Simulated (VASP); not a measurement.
# Os (P6/mmm) in VASP: further runs

Runs on Os. Level: PBE. Tasks: single point.

Program: VASP 6.6.1. These are calculated values, not measurements. Logs are shortened: lines on timing, memory, paths and dates and some standing lists are left out, and cuts for length are marked.

## Step 1: The cell of the first run

It takes space group P6/mmm (No. 191, hexagonal). The conventional cell has a = 2.238 Å, b = 2.238 Å, c = 2.111 Å, α = 90.00°, β = 90.00°, γ = 120.00°. Within 2.8 Å of Os (site symmetry 6/mmm) lie 8 Os at 2.11 to 2.24 Å.

## Step 2: Single point, PBE (volume scaled by 0.58)

The input, INCAR:

```
SYSTEM = Os
PREC     = Accurate       ! precision mode
ENCUT    = 520            ! plane-wave cutoff, eV
EDIFF    = 1E-7           ! SCF threshold, eV
ISMEAR   = -1             ! smearing method
SIGMA    = 0.05           ! smearing width, eV
LREAL    = .FALSE.        ! projectors in reciprocal space
LASPH    = .TRUE.         ! aspherical terms in the spheres
NELM     = 80             ! most SCF steps
ALGO     = Normal         ! electronic algorithm
ISIF     = 2              ! what is computed and relaxed
LWAVE    = .FALSE.        ! write WAVECAR
LCHARG   = .TRUE.         ! write CHGCAR
GGA      = PE             ! functional
LELF     = .TRUE.         ! ELF
LVHAR    = .TRUE.       
NBANDS   = 10             ! bands
```

The input, KPOINTS:

```
regular mesh
0
G
  16 16 15
  0 0 0
```

The input, POSCAR:

```
Os
1.0
    2.2378676953      0.0000000000      0.0000000000
   -1.1189338477      1.9380502744      0.0000000000
    0.0000000000      0.0000000000      2.1109464564
Os
1
Direct
    0.0000000000      0.0000000000      0.0000000000
```

Potentials or basis: VASP PAW PBE potentials, release 64 (Os).

Run with:

```bash
$ cat potpaw_PBE.64/Os/POTCAR > POTCAR
$ mpirun -np 1 vasp_std > vasp.out
```

OUTCAR:

```text
SYSTEM = Os
   PREC = Accurate
   ENCUT = 520
   EDIFF = 1E-7
   ISMEAR = -1
   LREAL = .FALSE.
   LASPH = .TRUE.
   NELM = 80
   ISIF = 2
   GGA = PE

 ion  position               nearest neighbor table
   1  0.000  0.000  0.000-

  LATTYP: Found a hexagonal cell.
 ALAT       =     2.2378676953
 C/A-ratio  =     0.9432847441

  Lattice vectors:

 A1 = (   2.2378676953,   0.0000000000,   0.0000000000)
 A2 = (  -1.1189338477,   1.9380502744,   0.0000000000)
 A3 = (   0.0000000000,   0.0000000000,   2.1109464564)

Analysis of symmetry for initial positions (statically):
=====================================================================
 Subroutine PRICEL returns:
 Original cell was already a primitive cell.

 Routine SETGRP: Setting up the symmetry group for a
 hexagonal supercell.

 Subroutine GETGRP returns: Found 24 space group operations
 (whereof 24 operations were pure point group operations)
 out of a pool of 24 trial point group operations.

The static configuration has the point symmetry D_6h.

Analysis of symmetry for dynamics (positions and initial velocities):
=====================================================================
 Subroutine PRICEL returns:
 Original cell was already a primitive cell.

 Routine SETGRP: Setting up the symmetry group for a
 hexagonal supercell.

 Subroutine GETGRP returns: Found 24 space group operations
 (whereof 24 operations were pure point group operations)
 out of a pool of 24 trial point group operations.

The dynamic configuration has the point symmetry D_6h.

 Subroutine INISYM returns: Found 24 space group operations
 (whereof 24 operations are pure point group operations),
 and found     1 'primitive' translations

----------------------------------------------------------------------------------------

                                     Primitive cell

  volume of cell :       9.1554

  direct lattice vectors                    reciprocal lattice vectors
     2.237867695  0.000000000  0.000000000     0.446853941  0.257991243  0.000000000
    -1.118933848  1.938050274  0.000000000     0.000000000  0.515982487  0.000000000
     0.000000000  0.000000000  2.110946456     0.000000000  0.000000000  0.473721158

  length of vectors
     2.237867695  2.237867695  2.110946456     0.515982487  0.515982487  0.473721158

  position of ions in fractional coordinates (direct lattice)
     0.000000000  0.000000000  0.000000000

  ion indices of the primitive-cell ions
   primitive index   ion index
                 1           1

----------------------------------------------------------------------------------------

 KPOINTS: regular mesh

Automatic generation of k-mesh.
 Grid dimensions read from file:
 generate k-points for:   16   16   15

 Generating k-lattice:

  Cartesian coordinates                     Fractional coordinates (reciprocal lattice)
     0.027928371  0.016124453  0.000000000     0.062500000  0.000000000  0.000000000
     0.000000000  0.032248905  0.000000000     0.000000000  0.062500000  0.000000000
     0.000000000  0.000000000  0.031581411     0.000000000  0.000000000  0.066666667

  Length of vectors
     0.032248905  0.032248905  0.031581411

  Shift w.r.t. Gamma in fractional coordinates (k-lattice)
     0.000000000  0.000000000  0.000000000

 Subroutine IBZKPT returns following result:
 ===========================================

 Found    240 irreducible k-points:

 Following reciprocal coordinates:
            Coordinates               Weight
  0.000000  0.000000  0.000000      1.000000
  0.062500  0.000000  0.000000      6.000000
  0.125000  0.000000  0.000000      6.000000
  0.187500  0.000000  0.000000      6.000000
  0.250000  0.000000  0.000000      6.000000
  0.312500  0.000000  0.000000      6.000000
[... 16 lines left out ...]
  0.187500  0.187500  0.000000      6.000000
  0.250000  0.187500  0.000000     12.000000
 [... further k-points ...]
   k-points           NKPTS =    240   k-points in BZ     NKDIM =    240   number of bands    NBANDS=     10
   number of dos      NEDOS =    301   number of ions     NIONS =      1
   total plane-waves  NPLWV =   5184
   dimension x,y,z NGX =    18 NGY =   18 NGZ =   16
   dimension x,y,z NGXF=    36 NGYF=   36 NGZF=   32
   ions per type =               1
   NGX,Y,Z   is equivalent  to a cutoff of  13.37, 13.37, 12.60 a.u.
   NGXF,Y,Z  is equivalent  to a cutoff of  26.74, 26.74, 25.20 a.u.
 SYSTEM =  Os
   PREC   = accura    normal or accurate (medium, high low for compatibility)
   ISTART =      0    job   : 0-new  1-cont  2-samecut
   ICHARG =      2    charge: 1-file 2-atom 10-const
   ISPIN  =      1    spin polarized calculation?
   LNONCOLLINEAR =      F non collinear calculations
   LSORBIT =      F    spin-orbit coupling
   LASPH  =      T    aspherical Exc in radial PAW
   ENCUT  =  520.0 eV  38.22 Ry    6.18 a.u.   4.16  4.16  3.92*2*pi/ulx,y,z
   NELM   =     80;   NELMIN=  2; NELMDL= -5     # of ELM steps
   EDIFF  = 0.1E-06   stopping-criterion for ELM
   LREAL  =      F    real-space projection
   EDIFFG = 0.1E-05   stopping-criterion for IOM
   NSW    =      0    number of steps for IOM
   IBRION =     -1    ionic relax: 0-MD 1-quasi-New 2-CG
   NFREE  =      0    steps in history (QN), initial steepest desc. (CG)
   ISIF   =      2    stress and relaxation
   ISYM   =      2    0-nonsym 1-usesym 2-fastsym
   POTIM  = 0.5000    time-step for ionic-motion
   TEBEG  =    0.0;   TEEND  =   0.0 temperature during run
   PSTRESS=    0.0 pullay stress
   NELECT =       8.0000    total number of electrons
   NUPDOWN=      -1.0000    fix difference up-down
   EMIN   =  10.00;   EMAX   =-10.00  energy-range for DOS
   EFERMI =   0.00;   METHOD = LEGACY
   ISMEAR =    -1;   SIGMA  =   0.05  broadening in eV -4-tet -1-fermi 0-gaus
   EFERMI_NEDOS =   21; number of points for ismear=-14 and -15
   IALGO  =     38    algorithm
   IMIX   =      4    mixing-type and parameters
     AMIX     =   0.40;   BMIX     =  1.00
     AMIX_MAG =   1.60;   BMIX_MAG =  1.00
  volume/ion in A,a.u.               =       9.16        61.78
  Fermi-wavevector in a.u.,A,eV,Ry     =   1.565114  2.957636 33.328578  2.449581
  Thomas-Fermi vector in A             =   2.667638
   LORBIT       =      0    0 simple, 1 ext, 2 COOP (PROOUT), +10 PAW based schemes
   GGA     = PE    functional components
[... 5 lines left out ...]
 non-spin polarized calculation
  energy-cutoff  :      520.00
  volume of cell :        9.16
 maximum number of plane-waves:       258
 NGX is ok and might be reduce to    18
   NGX =  9   NGY =  9   NGZ =  7

 number of electron       8.0000001 magnetization

 Free energy of the ion-electron system (eV)
  ---------------------------------------------------
  ext. energy  EPLUGINS =         0.00000000
  ---------------------------------------------------
  free energy    TOTEN  =        -2.74666993 eV

  energy without entropy =       -2.74208659  energy(sigma->0) =       -2.74437826

 E-fermi :  17.2940     XC(G=0): -16.4835

 val. band max:       17.2911825682   @ k =   0.1875   0.1875   0.0000
 cond. band min:      17.2943948613   @ k =   0.3125   0.1250   0.4000
 fundamental gap:      0.0032122931
 Fermi energy:        17.2939672270

 k-point     1 :       0.0000    0.0000    0.0000
  band No.  band energies     occupation
      1       2.6222      2.00000
      2       5.1663      2.00000
      3      11.5864      2.00000
      4      11.5864      2.00000
      5      23.3725      0.00000
      6      23.3725      0.00000
      7      30.7452      0.00000
      8      37.6645      0.00000
      9      46.3227      0.00000
     10      46.3227      0.00000

 k-point     2 :       0.0625    0.0000    0.0000
  band No.  band energies     occupation
      1       2.9454      2.00000
      2       5.3198      2.00000
      3      11.2476      2.00000
      4      11.8974      2.00000
      5      22.8416      0.00000
      6      23.2932      0.00000
      7      31.5256      0.00000
      8      38.4098      0.00000
      9      44.2858      0.00000
     10      45.7896      0.00000

 k-point     3 :       0.1250    0.0000    0.0000
  band No.  band energies     occupation
      1       3.7726      2.00000
      2       5.7853      2.00000
      3      10.4993      2.00000
      4      12.8146      2.00000
      5      21.5386      0.00000
      6      23.0717      0.00000
      7      33.6441      0.00000
      8      40.3059      0.00000
      9      41.2420      0.00000
     10      44.5232      0.00000

 k-point     4 :       0.1875    0.0000    0.0000
  band No.  band energies     occupation
      1       4.7093      2.00000
      2       6.3601      2.00000
      3      10.1332      2.00000
      4      14.2912      2.00000
      5      19.9477      0.00000
      6      22.7513      0.00000
      7      36.4272      0.00000
      8      38.5497      0.00000
      9      42.6591      0.00000
     10      42.9688      0.00000
[... 222 lines left out ...]
 k-point    22 :       0.4375    0.1250    0.0000
  band No.  band energies     occupation
      1       5.2972      2.00000
      2       8.1961      2.00000
      3      15.5101      2.00000
      4      15.9045      2.00000
      5      20.4868      0.00000
      6      24.9129      0.00000
      7      31.5645      0.00000
      8      33.1846      0.00000
      9      40.2311      0.00000
     10      47.6471      0.00000

 k-point    23 :       0.1875    0.1875    0.0000
  band No.  band energies     occupation
      1       6.8066      2.00000
      2       8.1267      2.00000
      3       9.4413      2.00000
      4      17.2912      1.02784
      5      20.3974      0.00000
      6      21.0788      0.00000
      7      34.3295      0.00000
      8      35.7663      0.00000
      9      45.2583      0.00000
     10      46.9469      0.00000

 k-point    24 :       0.2500    0.1875    0.0000
  band No.  band energies     occupation
      1       7.4090      2.00000
      2       7.7150      2.00000
      3      11.1168      2.00000
      4      16.6225      2.00000
      5      20.3714      0.00000
      6      22.7219      0.00000
      7      32.9984      0.00000
      8      34.1259      0.00000
      9      42.4354      0.00000
     10      50.4748      0.00000

 [... further k-points ...]
[... 5 lines left out ...]
  --------------------------------------------------------------------------------------
  -------------------------------------------------------------------------------------
  Total       33.6788485     33.6788485     32.1934734     -0.0000000      0.0000000     -0.0000000
  in kB     5893.7424385   5893.7424382   5633.8042679     -0.0000002      0.0000000     -0.0000000
  external PRESSURE =    5807.0963815 kB  Pullay stress =       0.0000000 kB

 VOLUME and BASIS-vectors are now :
 -----------------------------------------------------------------------------
  energy-cutoff  :      520.00
  volume of cell :        9.16
      direct lattice vectors                 reciprocal lattice vectors
     2.237867695  0.000000000  0.000000000     0.446853941  0.257991243  0.000000000
    -1.118933848  1.938050274  0.000000000     0.000000000  0.515982487  0.000000000
     0.000000000  0.000000000  2.110946456     0.000000000  0.000000000  0.473721158

 POSITION                                       TOTAL-FORCE (eV/Angst)
 -----------------------------------------------------------------------------------
      0.00000      0.00000      0.00000         0.000000      0.000000      0.000000
 -----------------------------------------------------------------------------------
    total drift:                                0.000000      0.000000      0.000000

  FREE ENERGIE OF THE ION-ELECTRON SYSTEM (eV)
  ---------------------------------------------------
  free  energy   TOTEN  =        -2.7466699346 eV

  energy  without entropy=       -2.7420865897  energy(sigma->0) =       -2.74437826
```

It took 11 s on 1 thread of Intel Xeon Platinum 8488C (Sapphire Rapids), shared host; peak memory 0.13 GiB.

What came out:

```
Free energy            : -2.7467 eV
Pressure               : 580.7 GPa
Band gap on the k mesh : zero (band 4 reaches 23.26 eV, above the bottom of band 5 at 14.85 eV)
```

Caveat: spin-orbit coupling is left out, which moves the levels of the heavy elements.

(Continued in part 2 of 2.)
